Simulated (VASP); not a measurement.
# Ni (Fm-3m) in VASP: single point with PBE

Aim: the single point of Ni with PBE.

Everything below comes from runs of VASP 6.6.1. Logs are shortened: lines on timing, memory, paths and dates and some standing lists are left out, and cuts for length are marked.

## Step 1: The cell of the first run

Symmetry: Fm-3m, No. 225, cubic system. The conventional cell has a = 3.581 Å, b = 3.581 Å, c = 3.581 Å, α = 90.00°, β = 90.00°, γ = 90.00°. Within 3.3 Å of Ni (site symmetry m-3m) lie 12 Ni at 2.53 Å.

## Step 2: Single point, PBE, collinear spin

INCAR reads:

```
SYSTEM = Ni
PREC = Accurate ; ENCUT = 520
EDIFF = 1E-6 ; ISMEAR = -1
SIGMA = 0.1 ; LREAL = .False.
LASPH = .True. ; NELM = 150
ALGO = Normal ; ISIF = 2
LWAVE = .False. ; LCHARG = .False.
ISPIN = 2 ; MAGMOM = 0 2
LORBIT = 11 ; LMAXMIX = 4
GGA = PE ; NBANDS = 21
ISYM = 0
```

KPOINTS reads:

```
regular mesh
0
Gamma
  13 7 13
  0 0 0
```

POSCAR reads:

```
Ni
1.0
    0.0000000000      1.7905000000      1.7905000000
    3.5810000000      0.0000000000      3.5810000000
    1.7905000000      1.7905000000      0.0000000000
Ni
2
Direct
    0.0000000000      0.0000000000      0.0000000000
    0.0000000000      0.5000000000      0.0000000000
```

Potentials or basis: VASP PAW PBE potentials, release 64 (Ni).

Command:

```sh
> cat potpaw_PBE.64/Ni/POTCAR > POTCAR
> mpirun -np 1 vasp_std > vasp.out
```

OUTCAR:

```text
SYSTEM = Ni
   PREC = Accurate
   ENCUT = 520
   EDIFF = 1E-6
   ISMEAR = -1
   LREAL = .False.
   LASPH = .True.
   NELM = 150
   ISIF = 2
   ISPIN = 2
   LORBIT = 11
   GGA = PE
   ISYM = 0

 ion  position               nearest neighbor table
   1  0.000  0.000  0.000-   2 2.53   2 2.53   2 2.53   2 2.53   2 2.53   2 2.53
   2  0.000  0.500  0.000-   1 2.53   1 2.53   1 2.53   1 2.53   1 2.53   1 2.53

IMPORTANT INFORMATION: All symmetrisations will be switched off!
NOSYMM: (Re-)initialisation of all symmetry stuff for point group C_1.

----------------------------------------------------------------------------------------

                                     Primitive cell

  volume of cell :      22.9606

  direct lattice vectors                    reciprocal lattice vectors
     0.000000000  1.790500000  1.790500000    -0.279251606  0.279251606  0.279251606
     3.581000000  0.000000000  3.581000000     0.139625803 -0.139625803  0.139625803
     1.790500000  1.790500000  0.000000000     0.279251606  0.279251606 -0.279251606

  length of vectors
     2.532149383  5.064298767  2.532149383     0.483677969  0.241838985  0.483677969

  position of ions in fractional coordinates (direct lattice)
     0.000000000  0.000000000  0.000000000
     0.000000000  0.500000000  0.000000000

  ion indices of the primitive-cell ions
   primitive index   ion index
                 1           1
                 2           2

----------------------------------------------------------------------------------------

 KPOINTS: regular mesh

Automatic generation of k-mesh.
 Grid dimensions read from file:
 generate k-points for:   13    7   13

 Generating k-lattice:

  Cartesian coordinates                     Fractional coordinates (reciprocal lattice)
    -0.021480893  0.021480893  0.021480893     0.076923077  0.000000000  0.000000000
     0.019946543 -0.019946543  0.019946543     0.000000000  0.142857143  0.000000000
     0.021480893  0.021480893 -0.021480893     0.000000000  0.000000000  0.076923077

  Length of vectors
     0.037205998  0.034548426  0.037205998

  Shift w.r.t. Gamma in fractional coordinates (k-lattice)
     0.000000000  0.000000000  0.000000000

 -----------------------------------------------------------------------------
|                                                                             |
|           W    W    AA    RRRRR   N    N  II  N    N   GGGG   !!!           |
|           W    W   A  A   R    R  NN   N  II  NN   N  G    G  !!!           |
[... 90 lines left out ...]
  Fermi-wavevector in a.u.,A,eV,Ry     =   1.563473  2.954536 33.258750  2.444449
  Thomas-Fermi vector in A             =   2.666239
   LORBIT       =     11    0 simple, 1 ext, 2 COOP (PROOUT), +10 PAW based schemes
   GGA     = PE    functional components
   LHFCALC =     F    Hartree Fock is set to
   AEXX    =    0.0000 exact exchange contribution
   IVDW    =     0    specifies the selected vdW correction
   LEPSILON=     F    determine dielectric tensor
   LRPA    =     F    only Hartree local field effects (RPA)
 spin polarized calculation
  energy-cutoff  :      520.00
  volume of cell :       22.96
 maximum number of plane-waves:       633
   NGX =  9   NGY = 19   NGZ =  9

 number of electron      19.9999990 magnetization       1.2422262

 Free energy of the ion-electron system (eV)
  ---------------------------------------------------
  ext. energy  EPLUGINS =         0.00000000
  ---------------------------------------------------
  free energy    TOTEN  =       -10.96406613 eV

  energy without entropy =      -10.85116086  energy(sigma->0) =      -10.90761349

 E-fermi :   8.6290     XC(G=0): -12.9415

 val. band max:        8.6264462990   @ k =   0.3077   0.2857   0.2308
 cond. band min:       8.6296418580   @ k =   0.0769  -0.2857   0.0769
 fundamental gap:      0.0031955590
 Fermi energy:         8.6289512149

 spin component 1

 k-point     1 :       0.0000    0.0000    0.0000
  band No.  band energies     occupation
      1      -0.0055      1.00000
      2       4.0940      1.00000
      3       6.3472      1.00000
      4       6.3475      1.00000
      5       6.3479      1.00000
      6       6.3628      1.00000
[... 565 lines left out ...]
     20      32.6661      0.00000
     21      36.1308      0.00000

 [... further k-points ...]

 spin component 2

 k-point     1 :       0.0000    0.0000    0.0000
  band No.  band energies     occupation
      1      -0.0425      1.00000
      2       4.5179      1.00000
      3       6.9803      1.00000
      4       6.9807      1.00000
      5       7.0826      1.00000
      6       7.0833      1.00000
[... 565 lines left out ...]
     20      32.6572      0.00000
     21      36.3129      0.00000

 [... further k-points ...]

------------------------ aborting loop because EDIFF is reached ----------------------------------------

  FORCE on cell =-STRESS in cart. coord.  units (eV):
  Direction    XX          YY          ZZ          XY          YZ          ZX
  --------------------------------------------------------------------------------------
  -------------------------------------------------------------------------------------
  Total       -1.2585365     -1.2666447     -1.2585400     -0.0027024     -0.0026988      0.0105464
  in kB      -87.8200010    -88.3857886    -87.8202462     -0.1885700     -0.1883219      0.7359204
  external PRESSURE =     -88.0086786 kB  Pullay stress =       0.0000000 kB

 VOLUME and BASIS-vectors are now :
 -----------------------------------------------------------------------------
  energy-cutoff  :      520.00
  volume of cell :       22.96
      direct lattice vectors                 reciprocal lattice vectors
     0.000000000  1.790500000  1.790500000    -0.279251606  0.279251606  0.279251606
     3.581000000  0.000000000  3.581000000     0.139625803 -0.139625803  0.139625803
     1.790500000  1.790500000  0.000000000     0.279251606  0.279251606 -0.279251606

 POSITION                                       TOTAL-FORCE (eV/Angst)
 -----------------------------------------------------------------------------------
      0.00000      0.00000      0.00000         0.000000      0.000000     -0.000001
      1.79050      0.00000      1.79050        -0.000000     -0.000000      0.000001
 -----------------------------------------------------------------------------------
    total drift:                                0.000001     -0.000000     -0.000001

  FREE ENERGIE OF THE ION-ELECTRON SYSTEM (eV)
  ---------------------------------------------------
  free  energy   TOTEN  =       -10.9640661281 eV

  energy  without entropy=      -10.8511608555  energy(sigma->0) =      -10.90761349

 total charge

# of ion       s       p       d       tot
------------------------------------------
    1        0.475   0.452   8.293   9.220
    2        0.475   0.452   8.293   9.220
--------------------------------------------------
tot          0.950   0.904  16.585  18.440

 magnetization (x)

# of ion       s       p       d       tot
------------------------------------------
    1       -0.006  -0.023   0.667   0.637
    2       -0.006  -0.023   0.667   0.637
--------------------------------------------------
tot         -0.013  -0.047   1.334   1.274
```

OSZICAR:

```text
N       E                     dE             d eps       ncg     rms          rms(c)
DAV:   1     0.979733219988E+02    0.97973E+02   -0.88637E+03 53657   0.133E+03
DAV:   2    -0.701517107626E+01   -0.10499E+03   -0.96895E+02 50923   0.233E+02
DAV:   3    -0.128123486333E+02   -0.57972E+01   -0.55845E+01 56656   0.634E+01
DAV:   4    -0.128908928642E+02   -0.78544E-01   -0.78468E-01 56508   0.687E+00
DAV:   5    -0.128933136148E+02   -0.24208E-02   -0.24206E-02 56839   0.120E+00    0.142E+01
DAV:   6    -0.140754008596E+02   -0.11821E+01   -0.16984E+01 60700   0.872E+01    0.217E+01
DAV:   7    -0.126290971036E+02    0.14463E+01   -0.70656E+00 66006   0.696E+01    0.156E+01
DAV:   8    -0.110298104377E+02    0.15993E+01   -0.22847E+00 65863   0.452E+01    0.567E+00
DAV:   9    -0.109837150322E+02    0.46095E-01   -0.96650E-01 71810   0.171E+01    0.267E+00
DAV:  10    -0.109667820615E+02    0.16933E-01   -0.21088E-01 72424   0.762E+00    0.128E+00
DAV:  11    -0.109669555877E+02   -0.17353E-03   -0.13996E-02 71535   0.176E+00    0.847E-01
DAV:  12    -0.109642231695E+02    0.27324E-02   -0.61889E-03 80307   0.140E+00    0.279E-01
DAV:  13    -0.109640629484E+02    0.16022E-03   -0.16098E-03 78106   0.443E-01    0.883E-02
DAV:  14    -0.109640870523E+02   -0.24104E-04   -0.30628E-04 72556   0.193E-01    0.769E-02
DAV:  15    -0.109640642844E+02    0.22768E-04   -0.13295E-04 71132   0.200E-01    0.171E-02
DAV:  16    -0.109640666660E+02   -0.23815E-05   -0.59911E-06 39986   0.399E-02    0.151E-02
DAV:  17    -0.109640661281E+02    0.53787E-06   -0.41881E-06 29226   0.399E-02
   1 F= -.10964066E+02 E0= -.10907613E+02  d E =-.112905E+00  mag=     1.2418
```

stdout:

```text
POSCAR found type information on POSCAR Ni
 POSCAR found :  1 types and       2 ions
 scaLAPACK will be used
 LDA part: xc-table for (Slater+PW92), standard interpolation
 -----------------------------------------------------------------------------
|                                                                             |
|           W    W    AA    RRRRR   N    N  II  N    N   GGGG   !!!           |
|           W    W   A  A   R    R  NN   N  II  NN   N  G    G  !!!           |
|           W    W  A    A  R    R  N N  N  II  N N  N  G       !!!           |
|           W WW W  AAAAAA  RRRRR   N  N N  II  N  N N  G  GGG   !            |
|           WW  WW  A    A  R   R   N   NN  II  N   NN  G    G                |
|           W    W  A    A  R    R  N    N  II  N    N   GGGG   !!!           |
|                                                                             |
|     Your reciprocal lattice and k-lattice belong to different lattice       |
|     classes:                                                                |
|                                                                             |
|        The reciprocal lattice is rhombohedral (trigonal),                   |
|        whereas your k-lattice is base-centered monoclinic.                  |
|                                                                             |
|     Results are often still useful ...                                      |
|                                                                             |
 -----------------------------------------------------------------------------

 POSCAR, INCAR and KPOINTS ok, starting setup
 FFT: planning ... GRIDC
 FFT: planning ... GRID_SOFT
 FFT: planning ... GRID
 WAVECAR not read
 entering main loop
```

Wall time 5.7 min (1 thread of Intel Xeon 6975P-C (Granite Rapids), shared host); peak memory 0.47 GiB.

Results:

* Free energy: -10.9641 eV
* Pressure: -8.8 GPa
* Net moment: 1.24 μB per cell
* Site moments: Ni +0.64 μB
* Valence electrons inside the program's atomic spheres: Ni 9.22

Levels at points of the mesh, in eV from the Fermi level:
Spin up:
```tsv
k point	band 7	band 8	band 9	band 10	band 11	band 12	band 13	band 14	band 15	band 16
(0.00, 0.00, 0.00)	-2.27	-1.20	-1.20	-0.60	-0.60	-0.18	5.31	21.79	23.27	23.76
```
Spin down:
```
           k point  band 5  band 6  band 7  band 8  band 9  band 10  band 11  band 12  band 13  band 14
(0.00, 0.00, 0.00)   -1.55   -1.55   -1.54   -0.61   -0.61    -0.25     0.15     0.15     5.72    21.64
```

Caveat: the cell stands under tension.
